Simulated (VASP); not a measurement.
# SiW7 (P4/mmm) in VASP: relaxation of cell and atoms with PBE

Aim: the relaxation of cell and atoms of SiW7 with PBE.

Everything below comes from runs of VASP 6.6.1. Logs are shortened: lines on timing, memory, paths and dates and some standing lists are left out, and cuts for length are marked.

**1. The cell of the first run**

It takes space group P4/mmm (No. 123, tetragonal). The conventional cell has a = 3.203 Å, b = 3.203 Å, c = 12.249 Å, α = 90.00°, β = 90.00°, γ = 90.00°. Si (site symmetry 4/mmm) has 10 W at 2.67 to 2.97 Å and 4 Si at 3.20 Å within 3.5 Å. W (site symmetry 4mm) has 13 W at 2.74 to 3.20 Å and 1 Si at 2.97 Å within 3.6 Å. Within 3.6 Å of W (site symmetry 4mm) lie 14 W at 2.76 to 3.20 Å. Within 3.5 Å of W (site symmetry 4mm) lie 4 Si at 2.67 Å and 10 W at 2.74 to 3.20 Å. Within 3.6 Å of W (site symmetry 4/mmm) lie 14 W at 2.76 to 3.20 Å.

**2. Relaxation of cell and atoms, PBE**

INCAR reads:

```
  PREC = Accurate
  ENCUT = 600
  EDIFF = 1E-6
  ISMEAR = 0
  SIGMA = 0.1
  LREAL = False
  LASPH = True
  NELM = 100
  ALGO = Fast
  ISIF = 3
  LWAVE = False
  LCHARG = False
  GGA = PE
  IBRION = 2
  NSW = 100
  EDIFFG = -0.01
```

KPOINTS reads:

```
Automatic mesh
0
Gamma
  10 10 4
```

POSCAR reads:

```
SiW7
1.0
    3.2029601857      0.0000000000      0.0000000000
    0.0000000000      3.2029601857      0.0000000000
    0.0000000000      0.0000000000     12.2486082206
Si W
1 7
Direct
    0.0000000000      0.0000000000      0.0000000000
    0.0000000000      0.0000000000      0.2427937378
    0.5000000000      0.5000000000      0.3715611304
    0.5000000000      0.5000000000      0.8838273292
    0.5000000000      0.5000000000      0.1161726708
    0.0000000000      0.0000000000      0.7572062622
    0.5000000000      0.5000000000      0.6284388696
    0.0000000000      0.0000000000      0.5000000000
```

Potentials or basis: VASP PAW PBE potentials, release 64 (Si, W_sv).

Run with:

```
$ cat potpaw_PBE.64/Si/POTCAR potpaw_PBE.64/W_sv/POTCAR > POTCAR
$ mpirun -np 1 vasp_std > vasp.out
```

OUTCAR:

```text
PREC = Accurate
   ENCUT = 600
   EDIFF = 1E-6
   ISMEAR = 0
   LREAL = False
   LASPH = True
   NELM = 100
   ISIF = 3
   GGA = PE
   IBRION = 2
   NSW = 100
   EDIFFG = -0.01

 ion  position               nearest neighbor table
   1  0.000  0.000  0.000-   4 2.67   5 2.67   4 2.67   5 2.67   4 2.67   5 2.67   4 2.67   5 2.67
                             2 2.97   6 2.97
   2  0.000  0.000  0.243-   5 2.74   5 2.74   5 2.74   5 2.74   3 2.76   3 2.76   3 2.76   3 2.76
                             1 2.97   8 3.15
   3  0.500  0.500  0.372-   8 2.76   8 2.76   8 2.76   8 2.76   2 2.76   2 2.76   2 2.76   2 2.76
                             5 3.13   7 3.15
   4  0.500  0.500  0.884-   1 2.67   1 2.67   1 2.67   1 2.67   6 2.74   6 2.74   6 2.74   6 2.74
                             5 2.85   7 3.13
   5  0.500  0.500  0.116-   1 2.67   1 2.67   1 2.67   1 2.67   2 2.74   2 2.74   2 2.74   2 2.74
                             4 2.85   3 3.13
   6  0.000  0.000  0.757-   4 2.74   4 2.74   4 2.74   4 2.74   7 2.76   7 2.76   7 2.76   7 2.76
                             1 2.97   8 3.15
   7  0.500  0.500  0.628-   8 2.76   8 2.76   8 2.76   8 2.76   6 2.76   6 2.76   6 2.76   6 2.76
                             4 3.13   3 3.15
   8  0.000  0.000  0.500-   3 2.76   7 2.76   3 2.76   7 2.76   3 2.76   7 2.76   3 2.76   7 2.76
                             6 3.15   2 3.15

  LATTYP: Found a simple tetragonal cell.
 ALAT       =     3.2029601857
 C/A-ratio  =     3.8241525059

  Lattice vectors:

 A1 = (   3.2029601857,   0.0000000000,   0.0000000000)
 A2 = (   0.0000000000,   3.2029601857,   0.0000000000)
 A3 = (   0.0000000000,   0.0000000000,  12.2486082206)

Analysis of symmetry for initial positions (statically):
=====================================================================
 Subroutine PRICEL returns:
 Original cell was already a primitive cell.

 Routine SETGRP: Setting up the symmetry group for a
 simple tetragonal supercell.

 Subroutine GETGRP returns: Found 16 space group operations
 (whereof 16 operations were pure point group operations)
 out of a pool of 16 trial point group operations.

The static configuration has the point symmetry D_4h.

Analysis of symmetry for dynamics (positions and initial velocities):
=====================================================================
 Subroutine PRICEL returns:
 Original cell was already a primitive cell.

 Routine SETGRP: Setting up the symmetry group for a
 simple tetragonal supercell.

 Subroutine GETGRP returns: Found 16 space group operations
 (whereof 16 operations were pure point group operations)
 out of a pool of 16 trial point group operations.

The dynamic configuration has the point symmetry D_4h.

 Subroutine INISYM returns: Found 16 space group operations
 (whereof 16 operations are pure point group operations),
 and found     1 'primitive' translations

----------------------------------------------------------------------------------------

                                     Primitive cell

  volume of cell :     125.6579

  direct lattice vectors                    reciprocal lattice vectors
     3.202960186  0.000000000  0.000000000     0.312211187  0.000000000  0.000000000
     0.000000000  3.202960186  0.000000000     0.000000000  0.312211187  0.000000000
     0.000000000  0.000000000 12.248608221     0.000000000  0.000000000  0.081641929

  length of vectors
     3.202960186  3.202960186 12.248608221     0.312211187  0.312211187  0.081641929

  position of ions in fractional coordinates (direct lattice)
     0.000000000  0.000000000  0.000000000
     0.000000000  0.000000000  0.242793738
     0.500000000  0.500000000  0.371561130
     0.500000000  0.500000000  0.883827329
     0.500000000  0.500000000  0.116172671
     0.000000000  0.000000000  0.757206262
     0.500000000  0.500000000  0.628438870
     0.000000000  0.000000000  0.500000000

  ion indices of the primitive-cell ions
   primitive index   ion index
                 1           1
                 2           2
                 3           3
                 4           4
                 5           5
                 6           6
                 7           7
                 8           8

----------------------------------------------------------------------------------------

 KPOINTS: Automatic mesh

Automatic generation of k-mesh.
 Grid dimensions read from file:
 generate k-points for:   10   10    4

 Generating k-lattice:

  Cartesian coordinates                     Fractional coordinates (reciprocal lattice)
     0.031221119  0.000000000  0.000000000     0.100000000  0.000000000  0.000000000
     0.000000000  0.031221119  0.000000000     0.000000000  0.100000000  0.000000000
     0.000000000  0.000000000  0.020410482     0.000000000  0.000000000  0.250000000

  Length of vectors
     0.031221119  0.031221119  0.020410482

  Shift w.r.t. Gamma in fractional coordinates (k-lattice)
     0.000000000  0.000000000  0.000000000

 Subroutine IBZKPT returns following result:
 ===========================================

 Found     63 irreducible k-points:

 Following reciprocal coordinates:
            Coordinates               Weight
  0.000000  0.000000  0.000000      1.000000
  0.100000  0.000000  0.000000      4.000000
  0.200000  0.000000  0.000000      4.000000
  0.300000  0.000000  0.000000      4.000000
  0.400000  0.000000  0.000000      4.000000
  0.500000  0.000000  0.000000      2.000000
[... 16 lines left out ...]
  0.100000  0.000000  0.250000      8.000000
  0.200000  0.000000  0.250000      8.000000
 [... further k-points ...]
   k-points           NKPTS =     63   k-points in BZ     NKDIM =     63   number of bands    NBANDS=     61
   number of dos      NEDOS =    301   number of ions     NIONS =      8
   total plane-waves  NPLWV =  76832
   dimension x,y,z NGX =    28 NGY =   28 NGZ =   98
   dimension x,y,z NGXF=    56 NGYF=   56 NGZF=  196
   ions per type =               1   7
   NGX,Y,Z   is equivalent  to a cutoff of  14.53, 14.53, 13.30 a.u.
   NGXF,Y,Z  is equivalent  to a cutoff of  29.07, 29.07, 26.60 a.u.
 SYSTEM =  unknown system
   PREC   = accura    normal or accurate (medium, high low for compatibility)
   ISTART =      0    job   : 0-new  1-cont  2-samecut
   ICHARG =      2    charge: 1-file 2-atom 10-const
   ISPIN  =      1    spin polarized calculation?
   LNONCOLLINEAR =      F non collinear calculations
   LSORBIT =      F    spin-orbit coupling
   LASPH  =      T    aspherical Exc in radial PAW
   ENCUT  =  600.0 eV  44.10 Ry    6.64 a.u.   6.40  6.40 24.46*2*pi/ulx,y,z
   NELM   =    100;   NELMIN=  2; NELMDL= -5     # of ELM steps
   EDIFF  = 0.1E-05   stopping-criterion for ELM
   LREAL  =      F    real-space projection
   EDIFFG = -.1E-01   stopping-criterion for IOM
   NSW    =    100    number of steps for IOM
   IBRION =      2    ionic relax: 0-MD 1-quasi-New 2-CG
   NFREE  =      1    steps in history (QN), initial steepest desc. (CG)
   ISIF   =      3    stress and relaxation
   ISYM   =      2    0-nonsym 1-usesym 2-fastsym
   POTIM  = 0.5000    time-step for ionic-motion
   TEBEG  =    0.0;   TEEND  =   0.0 temperature during run
   PSTRESS=    0.0 pullay stress
   NELECT =     102.0000    total number of electrons
   NUPDOWN=      -1.0000    fix difference up-down
   EMIN   =  10.00;   EMAX   =-10.00  energy-range for DOS
   EFERMI =   0.00;   METHOD = LEGACY
   ISMEAR =     0;   SIGMA  =   0.10  broadening in eV -4-tet -1-fermi 0-gaus
   EFERMI_NEDOS =   21; number of points for ismear=-14 and -15
   IALGO  =     68    algorithm
   IMIX   =      4    mixing-type and parameters
     AMIX     =   0.40;   BMIX     =  1.00
     AMIX_MAG =   1.60;   BMIX_MAG =  1.00
  volume/ion in A,a.u.               =      15.71       106.00
  Fermi-wavevector in a.u.,A,eV,Ry     =   1.527138  2.885872 31.730833  2.332150
  Thomas-Fermi vector in A             =   2.635075
   LORBIT       =      0    0 simple, 1 ext, 2 COOP (PROOUT), +10 PAW based schemes
   GGA     = PE    functional components
   LHFCALC =     F    Hartree Fock is set to
   AEXX    =    0.0000 exact exchange contribution
   IVDW    =     0    specifies the selected vdW correction
   LEPSILON=     F    determine dielectric tensor
   LRPA    =     F    only Hartree local field effects (RPA)
 conjugate gradient relaxation of ions
 non-spin polarized calculation
 RMM-DIIS sequential band-by-band and
 Gauss-broadening in eV      SIGMA  =   0.10
  energy-cutoff  :      600.00
  volume of cell :      125.66
 maximum number of plane-waves:      4220
 NGX is ok and might be reduce to    28
   NGX = 13   NGY = 13   NGZ = 49

--------------------------------------- Ionic step        1  -------------------------------------------

 number of electron     101.9999994 magnetization

 Free energy of the ion-electron system (eV)
  ---------------------------------------------------
  ext. energy  EPLUGINS =         0.00000000
  ---------------------------------------------------
  free energy    TOTEN  =       -95.70615368 eV

  energy without entropy =      -95.68408950  energy(sigma->0) =      -95.69512159

------------------------ aborting loop because EDIFF is reached ----------------------------------------

  FORCE on cell =-STRESS in cart. coord.  units (eV):
  Direction    XX          YY          ZZ          XY          YZ          ZX
  --------------------------------------------------------------------------------------
  -------------------------------------------------------------------------------------
  Total       -0.3026483     -0.3026483      0.5446658      0.0000000      0.0000000      0.0000000
  in kB       -3.8588597     -3.8588597      6.9446584      0.0000000      0.0000000      0.0000000
  external PRESSURE =      -0.2576870 kB  Pullay stress =       0.0000000 kB
[... 111 lines left out ...]
  energy  without entropy=      -95.6869707609  energy(sigma->0) =      -95.69773965

--------------------------------------- Ionic step        4  -------------------------------------------

 number of electron     101.9999992 magnetization

 Free energy of the ion-electron system (eV)
  ---------------------------------------------------
  ext. energy  EPLUGINS =         0.00000000
  ---------------------------------------------------
  free energy    TOTEN  =       -95.70853816 eV

  energy without entropy =      -95.68698573  energy(sigma->0) =      -95.69776194

 E-fermi :  11.1125     XC(G=0): -13.3487

 val. band max:       11.1120694790   @ k =   0.5000   0.1000   0.0000
 cond. band min:      11.1229736413   @ k =   0.3000   0.0000   0.0000
 fundamental gap:      0.0109041623
 Fermi energy:        11.1124710155

 k-point     1 :       0.0000    0.0000    0.0000
  band No.  band energies     occupation
      1     -62.9997      2.00000
      2     -62.9565      2.00000
      3     -62.8715      2.00000
      4     -62.8402      2.00000
      5     -62.8079      2.00000
      6     -62.5520      2.00000
[... 1525 lines left out ...]
     60      13.0152      0.00000
     61      13.5756      0.00000

 [... further k-points ...]

------------------------ aborting loop because EDIFF is reached ----------------------------------------

  FORCE on cell =-STRESS in cart. coord.  units (eV):
  Direction    XX          YY          ZZ          XY          YZ          ZX
  --------------------------------------------------------------------------------------
  -------------------------------------------------------------------------------------
  Total       -0.0415617     -0.0415617     -0.0446725      0.0000000     -0.0000000      0.0000000
  in kB       -0.5299439     -0.5299439     -0.5696087      0.0000000     -0.0000000      0.0000000
  external PRESSURE =      -0.5431655 kB  Pullay stress =       0.0000000 kB
[... 23 lines left out ...]
  FREE ENERGIE OF THE ION-ELECTRON SYSTEM (eV)
  ---------------------------------------------------
  free  energy   TOTEN  =       -95.7085381603 eV

  energy  without entropy=      -95.6869857258  energy(sigma->0) =      -95.69776194

 reached required accuracy - stopping structural energy minimisation
```

Run time: 32 min. Hardware: 1 thread of Intel Xeon Platinum 8488C (Sapphire Rapids), shared host; peak memory 0.56 GiB.

Results:

| Property | Result |
| --- | --- |
| Free energy | -95.7085 eV |
| Energy gained by relaxing | 0.3 meV/atom |
| Ionic steps | 4 |
| Pressure after relaxing | -0.1 GPa |
| Band gap on the k mesh | zero (bands 51 and 52 overlap by 1.47 eV) |

Step by step:
```csv
step,energy change (eV),largest force (eV/Å),pressure (GPa),volume (Å³)
1,0.0000,0.1304,-0.03,125.66
2,-0.0024,0.0218,0.02,125.61
3,-0.0024,0.0218,0.02,125.61
4,-0.0024,0.0015,-0.05,125.65
```

Final structure:
```
CELL_PARAMETERS angstrom
3.19776 0.00000 0.00000
0.00000 3.19776 0.00000
0.00000 0.00000 12.28801
ATOMIC_POSITIONS crystal
Si 0.00000 0.00000 0.00000
W 0.00000 0.00000 0.24224
W 0.50000 0.50000 0.37168
W 0.50000 0.50000 0.88364
W 0.50000 0.50000 0.11636
W 0.00000 0.00000 0.75776
W 0.50000 0.50000 0.62832
W 0.00000 0.00000 0.50000
```

Caveat: spin-orbit coupling is left out, which moves the levels of the heavy elements.
